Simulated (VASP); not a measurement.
Set up this calculation in VASP 6.6.1, as the native input.

```
Task                   : single point
Functional             : PBE
Potentials or basis    : VASP PAW PBE potentials, release 64 (Na_pv, Hg)
Cutoff                 : 520 eV
k mesh                 : 6 × 6 × 12
Occupations            : gaussian, width 0.1 eV
Spin                   : no spin polarisation
Dipole correction      : no
Further INCAR settings : ALGO = Fast; EDIFF = 1e-06; NBANDS = 28
```

The structure of Na4Hg lies in POSCAR:

```
Na4Hg
1.0
   10.4676804740      0.0000000000      0.0000000000
   -5.2338402370      9.0652772092      0.0000000000
    0.0000000000      0.0000000000      3.4607084604
Na Hg
4 1
Direct
    0.5241724303      0.4758275697      0.5000000000
    0.5241724303      0.0483448606      0.5000000000
    0.9516551394      0.4758275697      0.5000000000
    0.3333333333      0.6666666667      0.5000000000
    0.6666666667      0.3333333333      0.0000000000
```

The cell was generated, and may not be a known phase.

The input as run:

INCAR

```
ALGO = Fast
EDIFF = 1E-6
ENCUT = 520
GGA = PE
ISIF = 2
ISMEAR = 0
LASPH = True
LCHARG = True
LELF = True
LREAL = False
LVHAR = True
LWAVE = False
NBANDS = 28
NELM = 60
PREC = Accurate
SIGMA = 0.1
```

KPOINTS

```
k-points
0
Gamma
  6 6 12
```

Potentials or basis: VASP PAW PBE potentials, release 64 (Na_pv, Hg).

Run with:

```bash
$ cat potpaw_PBE.64/Na_pv/POTCAR potpaw_PBE.64/Hg/POTCAR > POTCAR
$ mpirun -np 1 vasp_std > vasp.out
```

Results of the run:

| Quantity | Value |
| --- | --- |
| Pressure | 0.0 GPa |
| Largest force | 0.004 eV/Å |
| Band gap on the k mesh | zero (bands 20 and 21 overlap by 2.28 eV) |

Caveat: spin-orbit coupling is left out, which moves the levels of the heavy elements.

Run time: 5.4 min on 1 thread of AMD EPYC 9R45 96-Core Processor (Zen 5), on a shared host, peak memory 0.65 GiB.
